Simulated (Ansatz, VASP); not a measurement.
# CuO in VASP and in Ansatz

```
Cu O
1.0
     0.00000    2.32725    2.32725
     2.32725    0.00000    2.32725
     2.32725    2.32725    0.00000
Cu O
1 1
Direct
  0.00000 0.00000 0.00000
  0.25000 0.25000 0.25000
```

Alike in both runs: task single point; functional PBEsol; k mesh 7 × 7 × 7; occupations gaussian, width 0.05 eV; collinear spin; Hubbard terms Cu d U = 4.0 eV.

```csv
,VASP,Ansatz
version,VASP 6.6.1,Ansatz 0.2.0
potentials or method,"VASP PAW PBE potentials, release 64 (Cu, O), cutoff 520 eV","scalar-relativistic, plane waves, PAW"
valence electrons in the cell,17,25
```

Ansatz gave:

```
gap on the k mesh at the Fermi level (eV)                     : none
pressure (GPa)                                                : -12.8
net moment per atom (μB)                                      : 0.38
size of the moment on the site where the two differ most (μB) : 0.38
```

Q: Estimate VASP's values.

A: gap on the k mesh at the Fermi level (eV): none; pressure (GPa): -15.2; net moment per atom (μB): 0.44; size of the moment on the site where the two differ most (μB): 0.49.

VASP's potentials were made for PBE, not for PBEsol. Site moments also hang on the region over which each program counts them. The programs project onto different local orbitals, so the same U acts differently, and such runs can settle in different states. A gap of «none» marks a metal or a gap that the smearing closes. VASP's potentials hold 17 valence electrons a cell and Ansatz's 25, so a difference there can come from the potentials and not from the codes. Ansatz's warnings: filled band counts differ across k points, specified occupation not kept, symmetry narrowed by occupation matrices.
